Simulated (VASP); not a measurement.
# Pt (Fm-3m) in VASP: single point with PBEsol

Aim: the single point of Pt with PBEsol.

All numbers are computed with VASP 6.6.1; they aren't measurements. Logs are shortened: lines on timing, memory, paths and dates and some standing lists are left out, and cuts for length are marked.

**1. The cell of the first run**

The structure is cubic, space group Fm-3m (No. 225). Conventional cell: a = 3.918 Å, b = 3.918 Å, c = 3.918 Å, α = 90.00°, β = 90.00°, γ = 90.00°. Within 3.7 Å of Pt (site symmetry m-3m) lie 12 Pt at 2.77 Å.

**2. Single point, PBEsol**

File INCAR:

```
SYSTEM = Pt
PREC     = Accurate       ! precision mode
ENCUT    = 500            ! plane-wave cutoff, eV
EDIFF    = 1E-6           ! SCF threshold, eV
ISMEAR   = 0              ! smearing method
SIGMA    = 0.1            ! smearing width, eV
LREAL    = .FALSE.        ! projectors in reciprocal space
LASPH    = .TRUE.         ! aspherical terms in the spheres
NELM     = 120            ! most SCF steps
ALGO     = Normal         ! electronic algorithm
ISIF     = 2              ! what is computed and relaxed
LWAVE    = .FALSE.        ! write WAVECAR
LCHARG   = .FALSE.        ! write CHGCAR
GGA      = PS             ! functional
NBANDS   = 11             ! bands
GGA_COMPAT= .FALSE.
```

File KPOINTS:

```
regular mesh
0
G
  6 6 6
  0 0 0
```

File POSCAR:

```
Pt
1.0
    0.0000000000      1.9589238156      1.9589238156
    1.9589238156      0.0000000000      1.9589238156
    1.9589238156      1.9589238156      0.0000000000
Pt
1
Direct
    0.0000000000      0.0000000000      0.0000000000
```

Potentials or basis: VASP PAW PBE potentials, release 64 (Pt).

Command:

```sh
$ cat potpaw_PBE.64/Pt/POTCAR > POTCAR
$ mpirun -np 1 vasp_std > vasp.out
```

OUTCAR:

```text
SYSTEM = Pt
   PREC = Accurate
   ENCUT = 500
   EDIFF = 1E-6
   ISMEAR = 0
   LREAL = .FALSE.
   LASPH = .TRUE.
   NELM = 120
   ISIF = 2
   GGA = PS

 ion  position               nearest neighbor table
   1  0.000  0.000  0.000-

  LATTYP: Found a face centered cubic cell.
 ALAT       =     3.9178476312

  Lattice vectors:

 A1 = (   0.0000000000,   1.9589238156,   1.9589238156)
 A2 = (   1.9589238156,   0.0000000000,   1.9589238156)
 A3 = (   1.9589238156,   1.9589238156,   0.0000000000)

Analysis of symmetry for initial positions (statically):
=====================================================================
 Subroutine PRICEL returns:
 Original cell was already a primitive cell.

 Routine SETGRP: Setting up the symmetry group for a
 face centered cubic supercell.

 Subroutine GETGRP returns: Found 48 space group operations
 (whereof 48 operations were pure point group operations)
 out of a pool of 48 trial point group operations.

The static configuration has the point symmetry O_h .

Analysis of symmetry for dynamics (positions and initial velocities):
=====================================================================
 Subroutine PRICEL returns:
 Original cell was already a primitive cell.

 Routine SETGRP: Setting up the symmetry group for a
 face centered cubic supercell.

 Subroutine GETGRP returns: Found 48 space group operations
 (whereof 48 operations were pure point group operations)
 out of a pool of 48 trial point group operations.

The dynamic configuration has the point symmetry O_h .

 Subroutine INISYM returns: Found 48 space group operations
 (whereof 48 operations are pure point group operations),
 and found     1 'primitive' translations

----------------------------------------------------------------------------------------

                                     Primitive cell

  volume of cell :      15.0343

  direct lattice vectors                    reciprocal lattice vectors
     0.000000000  1.958923816  1.958923816    -0.255242188  0.255242188  0.255242188
     1.958923816  0.000000000  1.958923816     0.255242188 -0.255242188  0.255242188
     1.958923816  1.958923816  0.000000000     0.255242188  0.255242188 -0.255242188

  length of vectors
     2.770336628  2.770336628  2.770336628     0.442092437  0.442092437  0.442092437

  position of ions in fractional coordinates (direct lattice)
     0.000000000  0.000000000  0.000000000

  ion indices of the primitive-cell ions
   primitive index   ion index
                 1           1

----------------------------------------------------------------------------------------

 KPOINTS: regular mesh

Automatic generation of k-mesh.
 Grid dimensions read from file:
 generate k-points for:    6    6    6

 Generating k-lattice:

  Cartesian coordinates                     Fractional coordinates (reciprocal lattice)
    -0.042540365  0.042540365  0.042540365     0.166666667  0.000000000  0.000000000
     0.042540365 -0.042540365  0.042540365     0.000000000  0.166666667  0.000000000
     0.042540365  0.042540365 -0.042540365     0.000000000  0.000000000  0.166666667

  Length of vectors
     0.073682073  0.073682073  0.073682073

  Shift w.r.t. Gamma in fractional coordinates (k-lattice)
     0.000000000  0.000000000  0.000000000

 Subroutine IBZKPT returns following result:
 ===========================================

 Found     16 irreducible k-points:

 Following reciprocal coordinates:
            Coordinates               Weight
  0.000000  0.000000  0.000000      1.000000
  0.166667  0.000000  0.000000      8.000000
  0.333333  0.000000  0.000000      8.000000
  0.500000  0.000000  0.000000      4.000000
  0.166667  0.166667  0.000000      6.000000
  0.333333  0.166667  0.000000     24.000000
[... 8 lines left out ...]
 -0.333333  0.333333  0.166667     24.000000
 -0.333333  0.500000  0.166667     12.000000
   k-points           NKPTS =     16   k-points in BZ     NKDIM =     16   number of bands    NBANDS=     11
   number of dos      NEDOS =    301   number of ions     NIONS =      1
   total plane-waves  NPLWV =   8000
   dimension x,y,z NGX =    20 NGY =   20 NGZ =   20
   dimension x,y,z NGXF=    40 NGYF=   40 NGZF=   40
   ions per type =               1
   NGX,Y,Z   is equivalent  to a cutoff of  12.00, 12.00, 12.00 a.u.
   NGXF,Y,Z  is equivalent  to a cutoff of  24.00, 24.00, 24.00 a.u.
 SYSTEM =  Pt
   PREC   = accura    normal or accurate (medium, high low for compatibility)
   ISTART =      0    job   : 0-new  1-cont  2-samecut
   ICHARG =      2    charge: 1-file 2-atom 10-const
   ISPIN  =      1    spin polarized calculation?
   LNONCOLLINEAR =      F non collinear calculations
   LSORBIT =      F    spin-orbit coupling
   LASPH  =      T    aspherical Exc in radial PAW
   ENCUT  =  500.0 eV  36.75 Ry    6.06 a.u.   5.05  5.05  5.05*2*pi/ulx,y,z
   NELM   =    120;   NELMIN=  2; NELMDL= -5     # of ELM steps
   EDIFF  = 0.1E-05   stopping-criterion for ELM
   LREAL  =      F    real-space projection
   EDIFFG = 0.1E-04   stopping-criterion for IOM
   NSW    =      0    number of steps for IOM
   IBRION =     -1    ionic relax: 0-MD 1-quasi-New 2-CG
   NFREE  =      0    steps in history (QN), initial steepest desc. (CG)
   ISIF   =      2    stress and relaxation
   ISYM   =      2    0-nonsym 1-usesym 2-fastsym
   POTIM  = 0.5000    time-step for ionic-motion
   TEBEG  =    0.0;   TEEND  =   0.0 temperature during run
   PSTRESS=    0.0 pullay stress
   NELECT =      10.0000    total number of electrons
   NUPDOWN=      -1.0000    fix difference up-down
   EMIN   =  10.00;   EMAX   =-10.00  energy-range for DOS
   EFERMI =   0.00;   METHOD = LEGACY
   ISMEAR =     0;   SIGMA  =   0.10  broadening in eV -4-tet -1-fermi 0-gaus
   EFERMI_NEDOS =   21; number of points for ismear=-14 and -15
   IALGO  =     38    algorithm
   IMIX   =      4    mixing-type and parameters
     AMIX     =   0.40;   BMIX     =  1.00
     AMIX_MAG =   1.60;   BMIX_MAG =  1.00
  volume/ion in A,a.u.               =      15.03       101.46
  Fermi-wavevector in a.u.,A,eV,Ry     =   1.429050  2.700512 27.785581  2.042183
  Thomas-Fermi vector in A             =   2.549045
   LORBIT       =      0    0 simple, 1 ext, 2 COOP (PROOUT), +10 PAW based schemes
   GGA     = PS    functional components
   LHFCALC =     F    Hartree Fock is set to
   AEXX    =    0.0000 exact exchange contribution
   IVDW    =     0    specifies the selected vdW correction
   LEPSILON=     F    determine dielectric tensor
   LRPA    =     F    only Hartree local field effects (RPA)
 non-spin polarized calculation
 Gauss-broadening in eV      SIGMA  =   0.10
  energy-cutoff  :      500.00
  volume of cell :       15.03
 maximum number of plane-waves:       392
   NGX = 11   NGY = 11   NGZ = 11

 number of electron      10.0000001 magnetization

 Free energy of the ion-electron system (eV)
  ---------------------------------------------------
  ext. energy  EPLUGINS =         0.00000000
  ---------------------------------------------------
  free energy    TOTEN  =        -7.07980747 eV

  energy without entropy =       -7.07315424  energy(sigma->0) =       -7.07648085

 E-fermi :  11.1493     XC(G=0): -13.6517

 val. band max:       11.1368335993   @ k =   0.5000   0.5000   0.0000
 cond. band min:      11.1654713324   @ k =   0.5000   0.0000   0.0000
 fundamental gap:      0.0286377331
 Fermi energy:        11.1492575719

 k-point     1 :       0.0000    0.0000    0.0000
  band No.  band energies     occupation
      1       0.8253      2.00000
      2       7.3057      2.00000
      3       7.3057      2.00000
      4       7.3057      2.00000
      5       9.4866      2.00000
      6       9.4866      2.00000
      7      25.7799      0.00000
      8      30.7483      0.00000
      9      30.7483      0.00000
     10      30.7483      0.00000
     11      36.0650      0.00000

 k-point     2 :       0.1667    0.0000    0.0000
  band No.  band energies     occupation
      1       1.8763      2.00000
      2       6.9406      2.00000
      3       7.6355      2.00000
      4       7.6355      2.00000
      5       9.3798      2.00000
      6       9.3798      2.00000
      7      27.0351      0.00000
      8      27.2104      0.00000
      9      32.3693      0.00000
     10      32.3693      0.00000
     11      36.0869      0.00000

 k-point     3 :       0.3333    0.0000    0.0000
  band No.  band energies     occupation
      1       3.5620      2.00000
      2       7.5067      2.00000
      3       7.5067      2.00000
      4       7.7973      2.00000
      5      10.2913      2.00000
      6      10.2913      2.00000
      7      21.4403      0.00000
      8      26.5488      0.00000
      9      32.5244      0.00000
     10      32.5244      0.00000
     11      36.2182      0.00000

 k-point     4 :       0.5000    0.0000    0.0000
  band No.  band energies     occupation
      1       3.7408      2.00000
      2       7.2449      2.00000
      3       7.2449      2.00000
      4      10.5948      2.00000
      5      11.1655      0.81864
      6      11.1655      0.81863
      7      16.9592      0.00000
      8      25.3320      0.00000
      9      30.1161      0.00000
     10      30.1161      0.00000
     11      39.5781      0.00000
[... 127 lines left out ...]
 k-point    14 :       0.5000    0.3333    0.1667
  band No.  band energies     occupation
      1       5.3501      2.00000
      2       5.7748      2.00000
      3       6.7515      2.00000
      4       9.5396      2.00000
      5      10.0785      2.00000
      6      13.1072      0.00000
      7      21.8007      0.00000
      8      23.8887      0.00000
      9      26.9218      0.00000
     10      33.4545      0.00000
     11      33.5028      0.00000

 k-point    15 :      -0.3333    0.3333    0.1667
  band No.  band energies     occupation
      1       5.7228      2.00000
      2       5.8309      2.00000
      3       7.0252      2.00000
      4       8.9995      2.00000
      5      10.9836      1.98083
      6      16.7324      0.00000
      7      17.1696      0.00000
      8      23.4104      0.00000
      9      25.1858      0.00000
     10      32.0244      0.00000
     11      36.4591      0.00000

 k-point    16 :      -0.3333    0.5000    0.1667
  band No.  band energies     occupation
      1       4.9482      2.00000
      2       5.3911      2.00000
      3       8.0726      2.00000
      4       9.7381      2.00000
      5      11.6200      0.00000
      6      17.1350      0.00000
      7      18.5032      0.00000
      8      21.1583      0.00000
      9      23.1343      0.00000
     10      34.6813      0.00000
     11      35.5863      0.00000

------------------------ aborting loop because EDIFF is reached ----------------------------------------

  FORCE on cell =-STRESS in cart. coord.  units (eV):
  Direction    XX          YY          ZZ          XY          YZ          ZX
  --------------------------------------------------------------------------------------
  -------------------------------------------------------------------------------------
  Total       -0.2894836     -0.2894836     -0.2894836      0.0000000      0.0000000      0.0000000
  in kB      -30.8497719    -30.8497719    -30.8497719      0.0000000      0.0000000      0.0000000
  external PRESSURE =     -30.8497719 kB  Pullay stress =       0.0000000 kB

 VOLUME and BASIS-vectors are now :
 -----------------------------------------------------------------------------
  energy-cutoff  :      500.00
  volume of cell :       15.03
      direct lattice vectors                 reciprocal lattice vectors
     0.000000000  1.958923816  1.958923816    -0.255242188  0.255242188  0.255242188
     1.958923816  0.000000000  1.958923816     0.255242188 -0.255242188  0.255242188
     1.958923816  1.958923816  0.000000000     0.255242188  0.255242188 -0.255242188

 POSITION                                       TOTAL-FORCE (eV/Angst)
 -----------------------------------------------------------------------------------
      0.00000      0.00000      0.00000        -0.000000      0.000000     -0.000000
 -----------------------------------------------------------------------------------
    total drift:                                0.000000     -0.000000     -0.000000

  FREE ENERGIE OF THE ION-ELECTRON SYSTEM (eV)
  ---------------------------------------------------
  free  energy   TOTEN  =        -7.0798074684 eV

  energy  without entropy=       -7.0731542397  energy(sigma->0) =       -7.07648085
```

Wall time 2.2 s (1 thread of Intel Xeon 6975P-C, shared host); peak memory 0.13 GiB.

What came out:

* Free energy: -7.0798 eV
* Pressure: -3.1 GPa
* Band gap on the k mesh: zero (band 5 reaches 11.62 eV, above the bottom of band 6 at 9.38 eV)

Levels at points of the mesh, in eV from the Fermi level:
| k point | band 2 | band 3 | band 4 | band 5 | band 6 | band 7 | band 8 | band 9 |
| --- | --- | --- | --- | --- | --- | --- | --- | --- |
| (0.00, 0.00, 0.00) | -3.84 | -3.84 | -3.84 | -1.66 | -1.66 | 14.63 | 19.60 | 19.60 |
| (0.50, 0.00, 0.00) | -3.90 | -3.90 | -0.55 | 0.02 | 0.02 | 5.81 | 14.18 | 18.97 |
| (0.50, 0.50, 0.00) | -6.69 | -0.01 | 0.47 | 0.47 | 1.71 | 8.85 | 11.35 | 11.35 |

Caveat: the k points lie up to 0.46 Å⁻¹ apart; the PAW data sets were made with another functional, which shifts forces and pressure a little; spin-orbit coupling is left out, which moves the levels of the heavy elements.
